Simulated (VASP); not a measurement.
# GaN (P6_3mc) in VASP: a series of runs

Runs on GaN. Level: PBEsol. Tasks: vibrations by perturbation theory.

Everything below comes from runs of VASP 6.6.1. Logs are shortened: lines on timing, memory, paths and dates and some standing lists are left out, and cuts for length are marked.

## Step 1: The cell of the first run

The structure is hexagonal, space group P6_3mc (No. 186). The conventional cell has a = 3.083 Å, b = 3.083 Å, c = 5.026 Å, α = 90.00°, β = 90.00°, γ = 120.00°. Within 2.5 Å of Ga (site symmetry 3m) lie 4 N at 1.89 Å. Within 2.5 Å of N (site symmetry 3m) lie 4 Ga at 1.89 Å.

## Step 2: Vibrations by perturbation theory, PBEsol

INCAR

```
SYSTEM = GaN
PREC = Accurate
ENCUT = 520
EDIFF = 1E-8
ISMEAR = 0
SIGMA = 0.01
LREAL = .FALSE.
LASPH = .TRUE.
NELM = 60
ALGO = Normal
ISIF = 2
LWAVE = .FALSE.
LCHARG = .FALSE.
GGA = PS
IBRION = 8
NSW = 1
LEPSILON = .TRUE.
```

KPOINTS

```
regular mesh
0
G
  12 12 6
  0 0 0
```

POSCAR

```
GaN
1.0
    3.0829416435      0.0000000000      0.0000000000
   -1.5414708218      2.6699057816      0.0000000000
    0.0000000000      0.0000000000      5.0259628685
Ga N
2 2
Direct
    0.3333333333      0.6666666667     -0.0006023826
    0.6666666667      0.3333333333      0.4993976174
    0.3333333333      0.6666666667      0.3756023826
    0.6666666667      0.3333333333      0.8756023826
```

Potentials or basis: VASP PAW PBE potentials, release 64 (Ga_d, N).

The run is started by

```console
> cat potpaw_PBE.64/Ga_d/POTCAR potpaw_PBE.64/N/POTCAR > POTCAR
> mpirun -np 1 vasp_std > vasp.out
```

OUTCAR:

```text
SYSTEM = GaN
   PREC = Accurate
   ENCUT = 520
   EDIFF = 1E-8
   ISMEAR = 0
   LREAL = .FALSE.
   LASPH = .TRUE.
   NELM = 60
   ISIF = 2
   GGA = PS
   IBRION = 8
   NSW = 1
   LEPSILON = .TRUE.

 ion  position               nearest neighbor table
   1  0.333  0.667  0.999-   4 1.89   4 1.89   4 1.89   3 1.89
   2  0.667  0.333  0.499-   3 1.89   3 1.89   3 1.89   4 1.89
   3  0.333  0.667  0.376-   2 1.89   2 1.89   2 1.89   1 1.89
   4  0.667  0.333  0.876-   1 1.89   1 1.89   1 1.89   2 1.89

  LATTYP: Found a hexagonal cell.
 ALAT       =     3.0829416435
 C/A-ratio  =     1.6302491094

  Lattice vectors:

 A1 = (   3.0829416435,   0.0000000000,   0.0000000000)
 A2 = (  -1.5414708218,   2.6699057816,   0.0000000000)
 A3 = (   0.0000000000,   0.0000000000,   5.0259628685)

Analysis of symmetry for initial positions (statically):
=====================================================================
 Subroutine PRICEL returns:
 Original cell was already a primitive cell.

 Routine SETGRP: Setting up the symmetry group for a
 hexagonal supercell.

 Subroutine GETGRP returns: Found 12 space group operations
 (whereof  6 operations were pure point group operations)
 out of a pool of 24 trial point group operations.

The static configuration has the point symmetry C_3v.
 The point group associated with its full space group is C_6v.

Analysis of symmetry for dynamics (positions and initial velocities):
=====================================================================
 Subroutine PRICEL returns:
 Original cell was already a primitive cell.

 Routine SETGRP: Setting up the symmetry group for a
 hexagonal supercell.

 Subroutine GETGRP returns: Found 12 space group operations
 (whereof  6 operations were pure point group operations)
 out of a pool of 24 trial point group operations.

The dynamic configuration has the point symmetry C_3v.
 The point group associated with its full space group is C_6v.

 Subroutine INISYM returns: Found 12 space group operations
 (whereof  6 operations are pure point group operations),
 and found     1 'primitive' translations

----------------------------------------------------------------------------------------

                                     Primitive cell

  volume of cell :      41.3695

  direct lattice vectors                    reciprocal lattice vectors
     3.082941643  0.000000000  0.000000000     0.324365530  0.187272526  0.000000000
    -1.541470822  2.669905782  0.000000000     0.000000000  0.374545052  0.000000000
     0.000000000  0.000000000  5.025962868     0.000000000  0.000000000  0.198966850

  length of vectors
     3.082941643  3.082941643  5.025962868     0.374545052  0.374545052  0.198966850

  position of ions in fractional coordinates (direct lattice)
     0.333333333  0.666666667  0.999397617
     0.666666667  0.333333333  0.499397617
     0.333333333  0.666666667  0.375602383
     0.666666667  0.333333333  0.875602383

  ion indices of the primitive-cell ions
   primitive index   ion index
                 1           1
                 2           2
                 3           3
[... 789 lines left out ...]
     0.47927 -0.00000  0.00000
    -0.00000  0.47927  0.00000
     0.00000 -0.00000 -0.98166

[... ionic steps 4 to 9 ...]

--------------------------------------- Ionic step       10  -------------------------------------------

------------------------ aborting loop because EDIFF is reached ----------------------------------------

[... ionic steps 11 to 11 ...]

--------------------------------------- Ionic step       12  -------------------------------------------

 Free energy of the ion-electron system (eV)
  ---------------------------------------------------
  ---------------------------------------------------
  free energy    TOTEN  =        -0.25067848 eV

  energy without entropy =       -0.25067848

------------------------ aborting loop because EDIFF is reached ----------------------------------------

 INTERNAL STRAIN TENSOR  FOR ION    3  DIRECTION 3   (eV/Angst):
 -----------------------------------------------------------------------------
     8.55141 -0.00000 -0.00000
    -0.00000  8.55141  0.00000
    -0.00000  0.00000-16.35964

 MACROSCOPIC STATIC DIELECTRIC TENSOR (including local field effects in DFT)
 ------------------------------------------------------
           5.347268    -0.000000     0.000000
          -0.000000     5.347268    -0.000000
           0.000000     0.000000     5.523750
 ------------------------------------------------------

 PIEZOELECTRIC TENSOR (including local field effects)  for field in x, y, z        (e  Angst)
          XX          YY          ZZ          XY          YZ          ZX
  --------------------------------------------------------------------------------
  x    -0.00000     0.00000    -0.00000    -0.00000    -0.00000     1.42091
  y     0.00000     0.00000    -0.00000     0.00000     1.42092    -0.00000
  z     1.23751     1.23751    -2.53474    -0.00000     0.00000     0.00000

 PIEZOELECTRIC TENSOR (including local field effects)  for field in x, y, z        (C/m^2)
          XX          YY          ZZ          XY          YZ          ZX
  --------------------------------------------------------------------------------
  x    -0.00000     0.00000    -0.00000    -0.00000    -0.00000     0.55030
  y     0.00000     0.00000    -0.00000     0.00000     0.55030    -0.00000
  z     0.47927     0.47927    -0.98166    -0.00000     0.00000     0.00000

 BORN EFFECTIVE CHARGES (including local field effects) (in |e|, cummulative output)
 ---------------------------------------------------------------------------------
 ion    1
    1     2.55621    -0.00000     0.00000
    2    -0.00000     2.55621     0.00000
    3     0.00000     0.00000     2.68909
 ion    2
    1     2.55621    -0.00000    -0.00000
    2    -0.00000     2.55621     0.00000
    3     0.00000    -0.00000     2.68909
 ion    3
    1    -2.55621     0.00000    -0.00000
    2     0.00000    -2.55621    -0.00000
    3    -0.00000     0.00000    -2.68909
 ion    4
    1    -2.55621     0.00000    -0.00000
    2     0.00000    -2.55621     0.00000
    3     0.00000     0.00000    -2.68909

 INTERNAL STRAIN TENSOR FOR ION    4 for displacements in x,y,z  (eV/Angst):
          X           Y           Z          XY          YZ          ZX
  --------------------------------------------------------------------------------
  x    -0.00000     0.00000    -0.00000    14.14542    -0.00000     8.50674
  y    14.14542   -14.14542     0.00000     0.00000     8.77300    -0.00000
  z     8.55141     8.55141   -16.35964    -0.00000     0.00000     0.00000

 SECOND DERIVATIVES (NOT SYMMETRIZED)
 ------------------------------------
               1X          1Y          1Z          2X          2Y          2Z          3X          3Y          3Z          4X          4Y          4Z
  1X   -17.072584    0.000000    0.000000    0.590086   -0.000000   -0.000000    0.626203   -0.000000   -0.000000   15.856296   -0.000000    0.000000
  1Y     0.000000  -17.072584    0.000000   -0.000000    0.590086    0.000000   -0.000000    0.626203    0.000000   -0.000000   15.856296    0.000000
  1Z     0.000000    0.000000  -24.972804    0.000000    0.000000    9.538634   -0.000000    0.000000   10.426508   -0.000000    0.000000    5.007663
  2X     0.590086   -0.000000    0.000000  -17.072584    0.000000    0.000000   15.856296   -0.000000   -0.000000    0.626203   -0.000000    0.000000
  2Y    -0.000000    0.590086   -0.000000    0.000000  -17.072584   -0.000000   -0.000000   15.856296   -0.000000   -0.000000    0.626203    0.000000
  2Z    -0.000000    0.000000    9.538634   -0.000000   -0.000000  -24.972804    0.000000    0.000000    5.007663    0.000000   -0.000000   10.426508
  3X     0.633624   -0.000000   -0.000000   15.862632   -0.000000    0.000000  -17.303483    0.000000    0.000000    0.807226   -0.000000   -0.000000
  3Y    -0.000000    0.633624    0.000000   -0.000000   15.862632   -0.000000    0.000000  -17.303483    0.000000   -0.000000    0.807226    0.000000
  3Z     0.000000   -0.000000   10.416975    0.000000    0.000000    5.038950   -0.000000   -0.000000  -22.674149    0.000000   -0.000000    7.218224
  4X    15.862632   -0.000000    0.000000    0.633624   -0.000000    0.000000    0.807226   -0.000000    0.000000  -17.303483    0.000000    0.000000
  4Y    -0.000000   15.862632    0.000000   -0.000000    0.633624   -0.000000   -0.000000    0.807226   -0.000000    0.000000  -17.303483    0.000000
  4Z    -0.000000    0.000000    5.038950    0.000000    0.000000   10.416975   -0.000000    0.000000    7.218224    0.000000    0.000000  -22.674149

 Eigenvectors and eigenvalues of the dynamical matrix
 ----------------------------------------------------

   1 f  =   22.939028 THz   144.130164 2PiTHz  765.163614 cm-1    94.868155 meV
             X         Y         Z           dx          dy          dz
     -0.000000  1.779937  5.022935    -0.000000   -0.000000    0.073290
      1.541471  0.889969  2.509954     0.000000    0.000000   -0.073290
     -0.000000  1.779937  1.887764    -0.000000   -0.000000   -0.703298
      1.541471  0.889969  4.400745     0.000000    0.000000    0.703298
[... 71 lines left out ...]
  12 f/i=    0.004728 THz     0.029704 2PiTHz    0.157696 cm-1     0.019552 meV
             X         Y         Z           dx          dy          dz
     -0.000000  1.779937  5.022935     0.000000   -0.000000   -0.645356
      1.541471  0.889969  2.509954     0.000000   -0.000000   -0.645356
     -0.000000  1.779937  1.887764     0.000000   -0.000000   -0.288991
      1.541471  0.889969  4.400745     0.000000   -0.000000   -0.288991

--------------------------------------------------------------------------------------------------------

 MACROSCOPIC STATIC DIELECTRIC TENSOR IONIC CONTRIBUTION
 ------------------------------------------------------
           3.466590    -0.000000    -0.000000
          -0.000000     3.466590    -0.000000
          -0.000000    -0.000000     4.095771
 ------------------------------------------------------

 ELASTIC MODULI CONTR FROM IONIC RELAXATION (kBar)
 Direction    XX          YY          ZZ          XY          YZ          ZX
 --------------------------------------------------------------------------------
 XX       -1225.2357    492.8835    700.8888      0.0000     -0.0000     -0.0000
 YY         492.8835  -1225.2357    700.8888      0.0000      0.0000      0.0000
 ZZ         700.8888    700.8888  -1341.5540     -0.0000     -0.0000     -0.0000
 XY           0.0000      0.0000     -0.0000   -859.0596      0.0000     -0.0000
 YZ          -0.0000     -0.0000     -0.0000      0.0000   -324.3938      0.0000
 ZX          -0.0000      0.0000     -0.0000     -0.0000      0.0000   -346.1951
 --------------------------------------------------------------------------------

 PIEZOELECTRIC TENSOR IONIC CONTR  for field in x, y, z        (C/m^2)
          XX          YY          ZZ          XY          YZ          ZX
  --------------------------------------------------------------------------------
  x    -0.00000     0.00000    -0.00000    -0.00000     0.00000    -1.03082
  y     0.00000     0.00000    -0.00000     0.00000    -0.99784     0.00000
  z    -1.15235    -1.15235     2.20569     0.00000     0.00000     0.00000
```

Run time: 16 min. Hardware: 1 thread of Intel Xeon 6975P-C (Granite Rapids), shared host; peak memory 0.87 GiB.

What came out:

| Item | Value |
| --- | --- |
| Electronic dielectric tensor (diagonal) | 5.35, 5.35, 5.52 |
| Born charges (mean of the diagonal) | Ga +2.60; N -2.60 e |
| Highest phonon frequency at Γ, LO-TO splitting left out | 765 cm⁻¹ |

Phonon frequencies in cm⁻¹ (negative: imaginary):
```csv
q point,frequencies
"(0.000, 0.000, 0.000)",0 0 0 128 128 360 600 620 620 636 636 765
```

Electronic dielectric tensor:
```
5.35 0.00 0.00
0.00 5.35 0.00
0.00 0.00 5.52
```

Born effective charge tensors (e):
atom 1, Ga
```
2.56 0.00 0.00
0.00 2.56 0.00
0.00 0.00 2.69
```
atom 2, Ga
```
2.56 0.00 0.00
0.00 2.56 0.00
0.00 0.00 2.69
```
atom 3, N
```
-2.56  0.00  0.00
 0.00 -2.56  0.00
 0.00  0.00 -2.69
```
atom 4, N
```
-2.56  0.00  0.00
 0.00 -2.56  0.00
 0.00  0.00 -2.69
```

Caveat: the cell stands under pressure or tension, which shifts response properties.

[end of part 1 of 2]
